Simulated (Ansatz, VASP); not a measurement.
## K2HfSe3 in VASP and in Ansatz

INCAR

```
ALGO = Normal ; EDIFF = 1E-7
EDIFFG = -0.01 ; ENCUT = 600
GGA = PE ; IBRION = 2
ISIF = 3 ; ISMEAR = 0
LASPH = T ; LCHARG = F
LREAL = F ; LWAVE = F
NELM = 60 ; NSW = 100
PREC = Accurate ; SIGMA = 0.1
```

File KPOINTS:

```
k-points
0
Gamma
  6 6 10
```

POSCAR

```
K2HfSe3
1.0
    6.9591091300      0.0000000000      0.0000000000
   -3.4795545700      6.0267653000      0.0000000000
    0.0000000000      0.0000000000      4.0906366500
K Hf Se
2 1 3
Direct
    0.3333333300      0.6666666700      0.5000000000
    0.6666666700      0.3333333300      0.5000000000
    0.0000000000      0.0000000000      0.5000000000
    0.0000000000      0.5000000000      0.0000000000
    0.5000000000      0.0000000000      0.0000000000
    0.5000000000      0.5000000000      0.0000000000
```

Input for Ansatz:

```yaml
crystal:
  lattice:
    - [6.95910913, 0.0, 0.0]
    - [-3.47955457, 6.0267653, 0.0]
    - [0.0, 0.0, 4.09063665]
  atoms:
    - { symbol: K, position: [0.33333333, 0.66666667, 0.5] }
    - { symbol: K, position: [0.66666667, 0.33333333, 0.5] }
    - { symbol: Hf, position: [0.0, 0.0, 0.5] }
    - { symbol: Se, position: [0.0, 0.5, 0.0] }
    - { symbol: Se, position: [0.5, 0.0, 0.0] }
    - { symbol: Se, position: [0.5, 0.5, 0.0] }
basis:
  ecutwfc: 420
kpoints:
  mp_grid: { grid: [6, 6, 10] }
hamiltonian:
  xc: pbe
scf:
  occupations: { method: gaussian, width: 0.1 }
output:
  forces: true
  stress: true
  eigenvalues: true
relax:
  adjacent_minimum: "off"
  f_tol: 0.01
  max_steps: 80
  cell: { stress_tol: 0.05 }
```

Change from the starting cell: species swapped into the TmB2Rh3 type (P6/mmm, No. 191).

Alike in both runs: task relaxation of cell and atoms; functional PBE; k mesh 6 × 6 × 10; occupations gaussian, width 0.1 eV; no spin polarisation.

```csv
,VASP,Ansatz
version,VASP 6.6.1,Ansatz 0.2.0
potentials or method,"VASP PAW PBE potentials, release 64 (K_sv, Hf_pv, Se), cutoff 600 eV","scalar-relativistic, plane waves, PAW"
valence electrons in the cell,46,92
```

```csv
,VASP,Ansatz,Ansatz less VASP
"gap on the k mesh at the Fermi level, each at its own relaxed structure (eV)",none,none,-
relaxed volume (Å³/atom),29.42,29.36,-0.056
relaxed length of the cell vector where the two differ most in proportion (Å),5.140,5.123,-0.0168
```

A gap of «none» marks a metal or a gap that the smearing closes. VASP's potentials hold 46 valence electrons a cell and Ansatz's 92, so a difference there can come from the potentials and not from the codes.

Neither program's run includes spin-orbit coupling.
